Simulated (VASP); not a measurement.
Input of a VASP 6.6.1 run:

INCAR

```
SYSTEM = AgCl
  PREC = Accurate
  ENCUT = 520
  EDIFF = 1E-8
  ISMEAR = 0
  SIGMA = 0.01
  LREAL = .FALSE.
  LASPH = .TRUE.
  NELM = 80
  ALGO = Normal
  ISIF = 2
  LWAVE = .FALSE.
  LCHARG = .FALSE.
  GGA = PS
  IBRION = 8
  NSW = 1
  LEPSILON = .TRUE.
```

KPOINTS

```
regular mesh
0
G
  10 10 10
  0 0 0
```

The input POSCAR:

```
AgCl
1.0
    0.0000000000      2.5169322682      2.5169322682
    2.5169322682      0.0000000000      2.5169322682
    2.5169322682      2.5169322682      0.0000000000
Ag Cl
1 1
Direct
    0.5000000000      0.5000000000      0.5000000000
    0.0000000000      0.0000000000      0.0000000000
```

Potentials or basis: VASP PAW PBE potentials, release 64 (Ag, Cl).

Command:

```console
$ cat potpaw_PBE.64/Ag/POTCAR potpaw_PBE.64/Cl/POTCAR > POTCAR
$ mpirun -np 1 vasp_std > vasp.out
```

Task: What does it give for the electronic dielectric tensor (diagonal)?

Result: 6.50.

Task: Estimate the Born charges (mean of the diagonal).

Result: Ag +1.32; Cl -1.32 e.

Task: What does it give for the highest phonon frequency at Γ, LO-TO splitting left out?

Result: 224 cm⁻¹.

Phonon frequencies in cm⁻¹ (negative: imaginary):
```csv
q point,frequencies
"(0.000, 0.000, 0.000)",0 0 0 224 224 224
```

Caveat: the cell wasn't relaxed at this level first, which shifts response properties.
